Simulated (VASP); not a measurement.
A run of VASP 6.6.1 is set up as follows.

INCAR

```
ALGO     = Normal         # electronic algorithm
EDIFF    = 1E-7           # SCF threshold, eV
ENCUT    = 520            # plane-wave cutoff, eV
GGA      = PS             # functional
ISIF     = 2              # what is computed and relaxed
ISMEAR   = 0              # smearing method
LASPH    = T              # aspherical terms in the spheres
LCHARG   = T              # write CHGCAR
LELF     = T              # ELF
LREAL    = F              # projectors in reciprocal space
LVHAR    = T            
LWAVE    = F              # write WAVECAR
NBANDS   = 35             # bands
NELM     = 60             # most SCF steps
PREC     = Accurate       # precision mode
SIGMA    = 0.05           # smearing width, eV
```

The input KPOINTS:

```
k-points
0
Gamma
  6 6 6
```

POSCAR

```
Al2O3
1.0
    2.3866493474      1.3779326432      4.3377178304
   -2.3866493474      1.3779326432      4.3377178304
    0.0000000000     -2.7558652864      4.3377178304
Al O
4 6
Direct
    0.8443505149      0.8443505149      0.8443505149
    0.6556494851      0.6556494851      0.6556494851
    0.1556494851      0.1556494851      0.1556494851
    0.3443505149      0.3443505149      0.3443505149
    0.0558571577      0.4441428423      0.7500000000
    0.7500000000      0.0558571577      0.4441428423
    0.4441428423      0.7500000000      0.0558571577
    0.9441428423      0.5558571577      0.2500000000
    0.2500000000      0.9441428423      0.5558571577
    0.5558571577      0.2500000000      0.9441428423
```

Potentials or basis: VASP PAW PBE potentials, release 64 (Al, O).

Command:

```bash
$ cat potpaw_PBE.64/Al/POTCAR potpaw_PBE.64/O/POTCAR > POTCAR
$ mpirun -np 1 vasp_std > vasp.out
```

Task: What does it give for the largest force?

Result: 2.042 eV/Å.

Task: Estimate the band gap on the k mesh.

Result: 6.22 eV.

Task: What does it give for the pressure?

Result: 1.7 GPa.

Stress tensor (GPa, compression positive):
```
-1.41  0.00  0.00
 0.00 -1.41  0.00
 0.00  0.00  8.02
```

Caveat: the PAW data sets were made with another functional, which shifts forces and pressure a little. A k mesh can miss the band edges.
